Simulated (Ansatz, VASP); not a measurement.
## Two plane-wave programs on Hg

The input INCAR:

```
  PREC = Accurate
  ENCUT = 520
  EDIFF = 1E-6
  ISMEAR = 0
  SIGMA = 0.15
  LREAL = False
  LASPH = True
  NELM = 100
  ALGO = Fast
  ISIF = 2
  LWAVE = False
  LCHARG = True
  GGA = PS
  IVDW = 12
  LELF = True
  LVHAR = True
  NBANDS = 19
```

The input KPOINTS:

```
regular mesh
0
Gamma
  18 18 10
```

The input POSCAR:

```
Hg
1.0
    3.2385825265      0.0000000000      0.0000000000
   -1.6192912632      2.8046947402      0.0000000000
    0.0000000000      0.0000000000      4.9867693742
Hg
2
Direct
    0.6666666667      0.3333333333      0.7500000000
    0.3333333333      0.6666666667      0.2500000000
```

Input for Ansatz:

```yaml
crystal:
  lattice:
    - [3.2385825265, 0.0, 0.0]
    - [-1.6192912632, 2.8046947402, 0.0]
    - [0.0, 0.0, 4.9867693742]
  atoms:
    - { symbol: Hg, position: [0.6666666667, 0.3333333333, 0.75] }
    - { symbol: Hg, position: [0.3333333333, 0.6666666667, 0.25] }
basis:
  ecutwfc: 420
kpoints:
  mp_grid: { grid: [18, 18, 10] }
hamiltonian:
  xc: pbesol
  dispersion: d3bj
scf:
  occupations: { method: gaussian, width: 0.15 }
output:
  forces: true
  stress: true
  eigenvalues: true
```

Alike in both runs: task single point; functional PBEsol; dispersion D3(BJ); k mesh 18 × 18 × 10; occupations gaussian, width 0.15 eV; no spin polarisation.

|  | VASP | Ansatz |
| --- | --- | --- |
| version | VASP 6.6.1 | Ansatz 0.2.0 |
| potentials or method | VASP PAW PBE potentials, release 64 (Hg), cutoff 520 eV | scalar-relativistic, plane waves, PAW |
| valence electrons in the cell | 24 | 40 |

Ansatz gave:

```
gap on the k mesh at the Fermi level (eV)                     : none
pressure (GPa)                                                : -1.5
traceless stress, the component that is largest in VASP (GPa) : 0.03
```

**Question.** Which values does VASP return?

**Answer.** gap on the k mesh at the Fermi level (eV): none; pressure (GPa): -1.1; traceless stress, the component that is largest in VASP (GPa): 0.10.

VASP's potentials were made for PBE, not for PBEsol. A gap of «none» marks a metal or a gap that the smearing closes. VASP's potentials hold 24 valence electrons a cell and Ansatz's 40, so a difference there can come from the potentials and not from the codes.

Spin-orbit coupling is off throughout.
